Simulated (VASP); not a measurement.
Si4Ge: single point with PBE

The system is Si4Ge.

```
CELL_PARAMETERS angstrom
2.53846 -4.04135 0.00000
2.53846 4.04135 0.00000
0.00000 0.00000 4.74181
ATOMIC_POSITIONS crystal
Si 0.50000 0.50000 0.00000
Si 0.00000 0.50000 0.50000
Si 0.50000 0.00000 0.50000
Si 0.50000 0.50000 0.50000
Ge 0.00000 0.00000 0.00000
```

| Item | Value |
| --- | --- |
| Program | VASP 6.6.1 |
| Task | single point |
| Functional | PBE |
| Potentials or basis | VASP PAW PBE potentials, release 64 (Si, Ge_d) |
| Cutoff | 500 eV |
| k mesh | 4 × 4 × 4 |
| Occupations | gaussian, width 0.2 eV |
| Spin | no spin polarisation |
| Dipole correction | no |
| Further INCAR settings | ALGO = Normal; EDIFF = 1e-06; NBANDS = 23 |

```
Pressure               : 0.1 GPa
Band gap on the k mesh : zero (band 15 reaches 7.80 eV, above the bottom of band 16 at 5.38 eV)
```

Stress tensor (GPa, compression positive):
```
 0.29  0.00  0.00
 0.00 -0.03  0.00
 0.00  0.00  0.17
```

Levels at points of the mesh, in eV from the Fermi level:
```
           k point  band 12  band 13  band 14  band 15  band 16  band 17  band 18  band 19
(0.00, 0.00, 0.00)    -4.30    -2.69    -1.59    -0.50     0.42     1.57     2.73     2.74
(0.50, 0.00, 0.00)    -3.34    -1.97     0.36     0.83     1.23     1.24     1.24     1.55
(0.50, 0.50, 0.00)    -2.36    -1.95    -1.83    -1.69     0.77     1.17     1.30     1.32
(0.00, 0.00, 0.50)    -3.56    -3.16    -1.91    -0.80    -0.46    -0.44     0.54     0.98
(0.50, 0.00, 0.50)    -2.35    -1.90     1.09     1.23     1.26     1.94     2.40     2.55
(0.50, 0.50, 0.50)    -4.41    -4.19     1.09     1.55     2.06     2.71     3.21     3.48
```

Wall time 20 s on 1 thread of Intel(R) Xeon(R) 6975P-C (Granite Rapids), on a shared host, peak memory 0.21 GiB.

Caveat: the k points lie up to 0.37 Å⁻¹ apart.
